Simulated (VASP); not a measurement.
Pb: single point with RPBE+D3(BJ)

Pb:

```
CELL_PARAMETERS angstrom
-1.78131 1.78131 1.78131
1.78131 -1.78131 1.78131
1.78131 1.78131 -1.78131
ATOMIC_POSITIONS crystal
Pb 0.00000 0.00000 0.00000
```

```yaml
Program: VASP 6.6.1
Task: single point
Functional: RPBE
Dispersion: D3(BJ)
Potentials_or_basis: VASP PAW PBE potentials, release 64 (Pb_d)
Cutoff: 520 eV
k_mesh: 9 × 9 × 9
Occupations: fermi-dirac, width 0.05 eV
Spin: no spin polarisation
Dipole_correction: no
Further_INCAR_settings: ALGO = Normal; EDIFF = 1e-06; NBANDS = 13
```

```
Pressure                   : -0.1 GPa
Band gap on the k mesh     : zero (band 7 reaches 21.96 eV, above the bottom of band 8 at 8.30 eV)
Dispersion energy per atom : -3.700 eV
```

Levels at points of the mesh, in eV from the Fermi level:
```
           k point  band 4  band 5  band 6  band 7  band 8  band 9  band 10  band 11
(0.00, 0.00, 0.00)  -17.10  -17.10  -14.12   10.77   10.77   10.77    11.36    11.36
```

It took 5 s on 1 thread of Intel Xeon 6975P-C (shared host), peak memory 0.15 GiB.

Caveat: the PAW data sets were made with another functional, which shifts forces and pressure a little; spin-orbit coupling is left out, which moves the levels of the heavy elements; pairwise dispersion overbinds metals, which lowers pressure and volume.
